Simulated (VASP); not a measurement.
Runs of VASP 6.6.1 on W. The structure is that of space group Im-3m (No. 229), or close to it. The cells are those of the table. 

```tsv
cell	gap on the mesh (eV)	pressure (GPa)
a = 2.789 Å, angles 109.5°, 1 atom	none	-9.3
a = 2.716 Å, angles 109.5°, 1 atom	none	15.6
a = 2.741 Å, angles 109.5°, 1 atom	none	(a)
a = 2.666 Å, angles 109.5°, 1 atom	none	38.9
a = 2.812 Å, angles 109.5°, 1 atom	none	-15.6
a = 2.765 Å, angles 109.5°, 1 atom	none	-2.2
a = 2.691 Å, angles 109.5°, 1 atom	none	(b)
```

Alike in all rows: task single point; level PBE; potentials or basis VASP PAW PBE potentials, release 64 (W_sv); no spin polarisation; k mesh 13 × 13 × 13; cutoff (eV) 520; smearing fermi-dirac 0.15 eV.

**Question.** Estimate the missing entries.

**Answer.** (a) 6.1; (b) 26.4.

Caveats: spin-orbit coupling is left out, which moves the levels of the heavy elements.

A k mesh can miss the band edges, and the runs leave out spin-orbit coupling on W.

A gap of «none» marks levels without a gap at the run's occupations.
